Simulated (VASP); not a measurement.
Runs of VASP 6.6.1 on B2O. The structure is that of space group P-3m1 (No. 164), or close to it. The cells are those of the table. 

```csv
cell,gap on the mesh (eV),pressure (GPa),largest force (eV/Å)
"a = 2.612, b = 2.612, c = 9.929 Å, angles 90.0, 90.0, 120.0°, 6 atoms",none,(c),(b)
"a = 2.608, b = 2.608, c = 10.323 Å, angles 90.0, 90.0, 120.0°, 6 atoms",none,-13.6,1.09
"a = 2.539, b = 2.539, c = 10.892 Å, angles 90.0, 90.0, 120.0°, 6 atoms",none,-8.6,1.67
"a = 2.543, b = 2.543, c = 10.476 Å, angles 90.0, 90.0, 120.0°, 6 atoms",none,-6.8,1.13
"a = 2.752, b = 2.752, c = 9.274 Å, angles 90.0, 90.0, 120.0°, 6 atoms",none,-19.9,(a)
```

Alike in all rows: task single point; level PBE+D3(BJ); potentials or basis VASP PAW PBE potentials, release 64 (B, O); no spin polarisation; k mesh 21 × 21 × 6; cutoff (eV) 520; smearing gaussian 0.15 eV.

Question: Fill in the values left out.

Answer: (a) 2.08; (b) 0.97; (c) -11.5.

Caveats: forces of over 1 eV/Å act on the atoms, so gaps and moduli don't describe the material at rest (some runs).

A gap of «none» marks levels without a gap at the run's occupations.
